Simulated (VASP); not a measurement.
# SrTiO3 (P1) in VASP: single point with PBE

Aim: the single point of SrTiO3 with PBE.

All numbers are computed with VASP 6.6.1; they aren't measurements. Logs are shortened: lines on timing, memory, paths and dates and some standing lists are left out, and cuts for length are marked.

## Step 1: The cell of the first run

The typed cell holds 5 atoms: a = 3.941 Å, b = 3.947 Å, c = 3.980 Å, α = 90.99°, β = 89.04°, γ = 90.01°.

## Step 2: Single point, PBE

INCAR reads:

```
SYSTEM = SrTiO3
PREC = Accurate ; ENCUT = 600
EDIFF = 1E-6 ; ISMEAR = -1
SIGMA = 0.0405 ; LREAL = .FALSE.
LASPH = .TRUE. ; NELM = 120
ALGO = Normal ; ISIF = 2
LWAVE = .FALSE. ; LCHARG = .FALSE.
GGA = PE ; NBANDS = 28
GGA_COMPAT = .FALSE.
```

KPOINTS reads:

```
Automatic mesh
0
Gamma
  5 5 5
  0.5 0.5 0.5
```

POSCAR reads:

```
SrTiO3
1.0
    3.9410940000     -0.0001280000      0.0332290000
   -0.0001280000      3.9463890000     -0.0340990000
    0.0333800000     -0.0342540000      3.9799440000
Sr Ti O
1 1 3
Direct
    0.9807230000      0.0359470000      0.0087280000
    0.4797310000      0.5118910000      0.4980840000
    0.5070020000      0.4567370000      0.0126770000
    0.5083180000      0.9917200000      0.5015010000
    0.0498890000      0.4946930000      0.5030430000
```

Potentials or basis: VASP PAW PBE potentials, release 64 (Sr_sv, Ti_sv, O).

Started as:

```console
$ cat potpaw_PBE.64/Sr_sv/POTCAR potpaw_PBE.64/Ti_sv/POTCAR potpaw_PBE.64/O/POTCAR > POTCAR
$ mpirun -np 1 vasp_std > vasp.out
```

OUTCAR:

```text
SYSTEM = SrTiO3
   PREC = Accurate
   ENCUT = 600
   EDIFF = 1E-6
   ISMEAR = -1
   LREAL = .FALSE.
   LASPH = .TRUE.
   NELM = 120
   ISIF = 2
   GGA = PE

 ion  position               nearest neighbor table
   1  0.981  0.036  0.009-   3 2.50   3 2.66   5 2.67   4 2.69   5 2.74   4 2.77   4 2.88   4 2.89
                             5 2.92   5 2.94   3 2.95   3 3.09   2 3.31   2 3.35   2 3.39   2 3.44
   2  0.480  0.512  0.498-   5 1.70   4 1.90   3 1.94   4 2.06   3 2.07   5 2.25   1 3.31   1 3.35
                             1 3.39   1 3.44   1 3.46   1 3.46   1 3.49   1 3.51
   3  0.507  0.457  0.013-   2 1.94   2 2.07   1 2.50   1 2.66   1 2.95   1 3.09
   4  0.508  0.992  0.502-   2 1.90   2 2.06   1 2.69   1 2.77   1 2.88   1 2.89
   5  0.050  0.495  0.503-   2 1.70   2 2.25   1 2.67   1 2.74   1 2.92   1 2.94

  LATTYP: Found a triclinic cell.
 ALAT       =     3.9802313757
 B/A-ratio  =     0.9915343969
 C/A-ratio  =     0.9902022549
 COS(alpha) =     0.0001377551
 COS(beta)  =     0.0168169354
 COS(gamma) =     0.0172455940

  Lattice vectors:

 A1 = (   0.0333800000,  -0.0342540000,   3.9799440000)
 A2 = (   0.0001280000,  -3.9463890000,   0.0340990000)
 A3 = (   3.9410940000,  -0.0001280000,   0.0332290000)

Analysis of symmetry for initial positions (statically):
=====================================================================
 Subroutine PRICEL returns:
 Original cell was already a primitive cell.

 Routine SETGRP: Setting up the symmetry group for a
 triclinic supercell.

 Subroutine GETGRP returns: Found  1 space group operations
 (whereof  1 operations were pure point group operations)
 out of a pool of  2 trial point group operations.

The static configuration has the point symmetry C_1 .

Analysis of symmetry for dynamics (positions and initial velocities):
=====================================================================
 Subroutine PRICEL returns:
 Original cell was already a primitive cell.

 Routine SETGRP: Setting up the symmetry group for a
 triclinic supercell.

 Subroutine GETGRP returns: Found  1 space group operations
 (whereof  1 operations were pure point group operations)
 out of a pool of  2 trial point group operations.

The dynamic configuration has the point symmetry C_1 .

 Subroutine INISYM returns: Found  1 space group operations
 (whereof  1 operations are pure point group operations),
 and found     1 'primitive' translations

----------------------------------------------------------------------------------------

                                     Primitive cell

  volume of cell :      61.8914

  direct lattice vectors                    reciprocal lattice vectors
     3.941094000 -0.000128000  0.033229000     0.253754597 -0.000010160 -0.002128341
    -0.000128000  3.946389000 -0.034099000    -0.000010160  0.253415052  0.002181141
     0.033380000 -0.034254000  3.979944000    -0.002118713  0.002171271  0.251296274

  length of vectors
     3.941234083  3.946536317  3.980231376     0.253763523  0.253424439  0.251314585

  position of ions in fractional coordinates (direct lattice)
     0.980723000  0.035947000  0.008728000
     0.479731000  0.511891000  0.498084000
     0.507002000  0.456737000  0.012677000
     0.508318000  0.991720000  0.501501000
     0.049889000  0.494693000  0.503043000

  ion indices of the primitive-cell ions
   primitive index   ion index
                 1           1
                 2           2
                 3           3
                 4           4
                 5           5

----------------------------------------------------------------------------------------

 KPOINTS: Automatic mesh

Automatic generation of k-mesh.
 Grid dimensions read from file:
 generate k-points for:    5    5    5

 Generating k-lattice:

  Cartesian coordinates                     Fractional coordinates (reciprocal lattice)
     0.050750919 -0.000002032 -0.000425668     0.200000000  0.000000000  0.000000000
    -0.000002032  0.050683010  0.000436228     0.000000000  0.200000000 -0.000000000
    -0.000423743  0.000434254  0.050259255     0.000000000  0.000000000  0.200000000

  Length of vectors
     0.050752705  0.050684888  0.050262917

  Shift w.r.t. Gamma in fractional coordinates (k-lattice)
     0.500000000  0.500000000  0.500000000

 Subroutine IBZKPT returns following result:
 ===========================================

 Found     63 irreducible k-points:

 Following reciprocal coordinates:
            Coordinates               Weight
  0.100000  0.100000  0.100000      2.000000
  0.300000  0.100000  0.100000      2.000000
  0.500000  0.100000  0.100000      2.000000
 -0.300000  0.100000  0.100000      2.000000
 -0.100000  0.100000  0.100000      2.000000
  0.100000  0.300000  0.100000      2.000000
[... 16 lines left out ...]
  0.500000 -0.100000  0.100000      2.000000
 -0.300000 -0.100000  0.100000      2.000000
 [... further k-points ...]
   k-points           NKPTS =     63   k-points in BZ     NKDIM =     63   number of bands    NBANDS=     28
   number of dos      NEDOS =    301   number of ions     NIONS =      5
   total plane-waves  NPLWV =  32768
   dimension x,y,z NGX =    32 NGY =   32 NGZ =   32
   dimension x,y,z NGXF=    64 NGYF=   64 NGZF=   64
   ions per type =               1   1   3
   NGX,Y,Z   is equivalent  to a cutoff of  13.50, 13.48, 13.37 a.u.
   NGXF,Y,Z  is equivalent  to a cutoff of  27.00, 26.96, 26.73 a.u.
 SYSTEM =  SrTiO3
   PREC   = accura    normal or accurate (medium, high low for compatibility)
   ISTART =      0    job   : 0-new  1-cont  2-samecut
   ICHARG =      2    charge: 1-file 2-atom 10-const
   ISPIN  =      1    spin polarized calculation?
   LNONCOLLINEAR =      F non collinear calculations
   LSORBIT =      F    spin-orbit coupling
   LASPH  =      T    aspherical Exc in radial PAW
   ENCUT  =  600.0 eV  44.10 Ry    6.64 a.u.   7.87  7.88  7.95*2*pi/ulx,y,z
   NELM   =    120;   NELMIN=  2; NELMDL= -5     # of ELM steps
   EDIFF  = 0.1E-05   stopping-criterion for ELM
   LREAL  =      F    real-space projection
   EDIFFG = 0.1E-04   stopping-criterion for IOM
   NSW    =      0    number of steps for IOM
   IBRION =     -1    ionic relax: 0-MD 1-quasi-New 2-CG
   NFREE  =      0    steps in history (QN), initial steepest desc. (CG)
   ISIF   =      2    stress and relaxation
   ISYM   =      2    0-nonsym 1-usesym 2-fastsym
   POTIM  = 0.5000    time-step for ionic-motion
   TEBEG  =    0.0;   TEEND  =   0.0 temperature during run
   PSTRESS=    0.0 pullay stress
   NELECT =      40.0000    total number of electrons
   NUPDOWN=      -1.0000    fix difference up-down
   EMIN   =  10.00;   EMAX   =-10.00  energy-range for DOS
   EFERMI =   0.00;   METHOD = LEGACY
   ISMEAR =    -1;   SIGMA  =   0.04  broadening in eV -4-tet -1-fermi 0-gaus
   EFERMI_NEDOS =   21; number of points for ismear=-14 and -15
   IALGO  =     38    algorithm
   IMIX   =      4    mixing-type and parameters
     AMIX     =   0.40;   BMIX     =  1.00
     AMIX_MAG =   1.60;   BMIX_MAG =  1.00
  volume/ion in A,a.u.               =      12.38        83.53
  Fermi-wavevector in a.u.,A,eV,Ry     =   1.415418  2.674752 27.258010  2.003407
  Thomas-Fermi vector in A             =   2.536858
   LORBIT       =      0    0 simple, 1 ext, 2 COOP (PROOUT), +10 PAW based schemes
   GGA     = PE    functional components
   LHFCALC =     F    Hartree Fock is set to
   AEXX    =    0.0000 exact exchange contribution
   IVDW    =     0    specifies the selected vdW correction
   LEPSILON=     F    determine dielectric tensor
   LRPA    =     F    only Hartree local field effects (RPA)
 non-spin polarized calculation
  energy-cutoff  :      600.00
  volume of cell :       61.89
 maximum number of plane-waves:      2086
   NGX = 15   NGY = 15   NGZ = 15

 number of electron      40.0000002 magnetization

 Free energy of the ion-electron system (eV)
  ---------------------------------------------------
  ext. energy  EPLUGINS =         0.00000000
  ---------------------------------------------------
  free energy    TOTEN  =       -39.74921481 eV

  energy without entropy =      -39.74921481  energy(sigma->0) =      -39.74921481

 E-fermi :   4.9422     XC(G=0): -11.0193

 val. band max:        3.9171721418   @ k =   0.5000   0.5000   0.5000
 cond. band min:       6.5016981274   @ k =   0.1000   0.1000   0.1000
 fundamental gap:      2.5845259857
 Fermi energy:         4.9421557181

 k-point     1 :       0.1000    0.1000    0.1000
  band No.  band energies     occupation
      1     -52.3414      2.00000
      2     -29.0406      2.00000
      3     -28.8574      2.00000
      4     -28.5683      2.00000
      5     -28.5526      2.00000
      6     -13.4932      2.00000
[... 20 lines left out ...]
     27       9.8831      0.00000
     28      10.2522      0.00000

 k-point     2 :       0.3000    0.1000    0.1000
  band No.  band energies     occupation
      1     -52.3406      2.00000
      2     -29.0584      2.00000
      3     -28.8612      2.00000
      4     -28.5695      2.00000
      5     -28.5513      2.00000
      6     -13.4414      2.00000
[... 20 lines left out ...]
     27      10.7159      0.00000
     28      11.5063      0.00000

 k-point     3 :       0.5000    0.1000    0.1000
  band No.  band energies     occupation
      1     -52.3401      2.00000
      2     -29.0725      2.00000
      3     -28.8604      2.00000
      4     -28.5701      2.00000
      5     -28.5504      2.00000
      6     -13.5147      2.00000
[... 20 lines left out ...]
     27      11.3229      0.00000
     28      11.9633      0.00000

 k-point     4 :      -0.3000    0.1000    0.1000
  band No.  band energies     occupation
      1     -52.3406      2.00000
      2     -29.0594      2.00000
      3     -28.8607      2.00000
      4     -28.5690      2.00000
      5     -28.5512      2.00000
      6     -13.4551      2.00000
[... 578 lines left out ...]
     27      10.7508      0.00000
     28      11.5030      0.00000

 k-point    23 :       0.5000   -0.1000    0.1000
  band No.  band energies     occupation
      1     -52.3401      2.00000
      2     -29.0737      2.00000
      3     -28.8592      2.00000
      4     -28.5699      2.00000
      5     -28.5506      2.00000
      6     -13.5179      2.00000
[... 20 lines left out ...]
     27      11.3529      0.00000
     28      11.9084      0.00000

 k-point    24 :      -0.3000   -0.1000    0.1000
  band No.  band energies     occupation
      1     -52.3406      2.00000
      2     -29.0609      2.00000
      3     -28.8586      2.00000
      4     -28.5706      2.00000
      5     -28.5501      2.00000
      6     -13.4497      2.00000
[... 20 lines left out ...]
     27      10.7372      0.00000
     28      11.4947      0.00000

 [... further k-points ...]
[... 5 lines left out ...]
  --------------------------------------------------------------------------------------
  -------------------------------------------------------------------------------------
  Total        5.9198923      1.2600353     -0.1453690     -0.3753946      0.6565477     -0.7481275
  in kB      153.2476238     32.6183997     -3.7631521     -9.7178005     16.9959814    -19.3666968
  external PRESSURE =      60.7009571 kB  Pullay stress =       0.0000000 kB

 VOLUME and BASIS-vectors are now :
 -----------------------------------------------------------------------------
  energy-cutoff  :      600.00
  volume of cell :       61.89
      direct lattice vectors                 reciprocal lattice vectors
     3.941094000 -0.000128000  0.033229000     0.253754597 -0.000010160 -0.002128341
    -0.000128000  3.946389000 -0.034099000    -0.000010160  0.253415052  0.002181141
     0.033380000 -0.034254000  3.979944000    -0.002118713  0.002171271  0.251296274

 POSITION                                       TOTAL-FORCE (eV/Angst)
 -----------------------------------------------------------------------------------
      3.86541      0.14144      0.06610         0.277661     -0.428406     -0.149273
      1.90723      2.00300      1.98083         2.151640      0.109148      0.085251
      1.99851      1.80196      0.05173         0.575720      0.655098     -0.414998
      2.01994      3.89647      1.97902         0.709064     -0.293962      0.204766
      0.21335      1.93501      1.98687        -3.714084     -0.041879      0.274255
 -----------------------------------------------------------------------------------
    total drift:                               -0.000517      0.000156     -0.000444

  FREE ENERGIE OF THE ION-ELECTRON SYSTEM (eV)
  ---------------------------------------------------
  free  energy   TOTEN  =       -39.7492148058 eV

  energy  without entropy=      -39.7492148058  energy(sigma->0) =      -39.74921481
```

It took 79 s on 1 thread of Intel Xeon Platinum 8375C at 2.90GHz (Ice Lake), shared host; peak memory 0.27 GiB.

What came out:

```
Free energy            : -39.7492 eV
Pressure               : 6.1 GPa
Largest force          : 3.724 eV/Å
Band gap on the k mesh : 2.58 eV (least direct gap 3.30 eV)
```

Forces on the atoms (eV/Å):
```
Sr   0.278 -0.428 -0.149
Ti   2.152  0.109  0.085
O    0.576  0.655 -0.415
O    0.709 -0.294  0.205
O   -3.714 -0.042  0.274
```

Levels at points of the mesh, in eV from the valence-band top:
| k point | band 18 | band 19 | band 20 | band 21 | band 22 | band 23 |
| --- | --- | --- | --- | --- | --- | --- |
| (0.50, 0.50, 0.50) | -0.34 | -0.26 | 0.00 | 4.34 | 4.59 | 4.65 |

Caveat: the stress differs along the axes, from -0 to 15 GPa; a shifted mesh leaves out Γ, where band edges can lie; forces of over 1 eV/Å act on the atoms, so gaps and moduli don't describe the material at rest. A k mesh can miss the band edges.
